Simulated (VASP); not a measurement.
Write the native input for VASP 6.6.1 that does the following.

```yaml
Task: single point
Functional: PBE
Potentials_or_basis: VASP PAW PBE potentials, release 64 (Zn, Se)
Cutoff: 520 eV
k_mesh: 8 × 8 × 8
Occupations: fermi-dirac, width 0.02 eV
Spin: non-collinear spin, zero start, spin-orbit coupling
Starting_moments: "[[0.0, 0.0, 0.0], [0.0, 0.0, 0.0]] μB"
Dipole_correction: no
Further_INCAR_settings: ALGO = Normal; EDIFF = 1e-07; NBANDS = 30
```

The structure of ZnSe lies in POSCAR:

```
ZnSe
1.0
    0.0000000000      2.8324206784      2.8324206784
    2.8324206784      0.0000000000      2.8324206784
    2.8324206784      2.8324206784      0.0000000000
Zn Se
1 1
Direct
    0.0000000000      0.0000000000      0.0000000000
    0.2500000000      0.2500000000      0.2500000000
```

The input as run:

INCAR

```
SYSTEM = ZnSe
PREC = Accurate
ENCUT = 520
EDIFF = 1E-7
ISMEAR = -1
SIGMA = 0.02
LREAL = .FALSE.
LASPH = .TRUE.
NELM = 150
ALGO = Normal
ISIF = 2
LWAVE = .FALSE.
LCHARG = .FALSE.
MAGMOM = 0 0 0 0 0 0
LORBIT = 11
LSORBIT = .TRUE.
GGA_COMPAT = .FALSE.
LORBMOM = .TRUE.
GGA = PE
NBANDS = 30
```

KPOINTS

```
regular mesh
0
G
  8 8 8
  0 0 0
```

Potentials or basis: VASP PAW PBE potentials, release 64 (Zn, Se).

Launch:

```bash
$ cat potpaw_PBE.64/Zn/POTCAR potpaw_PBE.64/Se/POTCAR > POTCAR
$ mpirun -np 1 vasp_ncl > vasp.out
```

It gave:

```json
{
  "Pressure": "2.5 GPa",
  "Net moment": "0.00 μB per cell",
  "Valence electrons inside the program's atomic spheres": "Zn 10.77; Se 3.90"
}
```

Wall time 4.1 min on 1 thread of Intel Xeon 8259CL, on a shared host, peak memory 0.32 GiB.
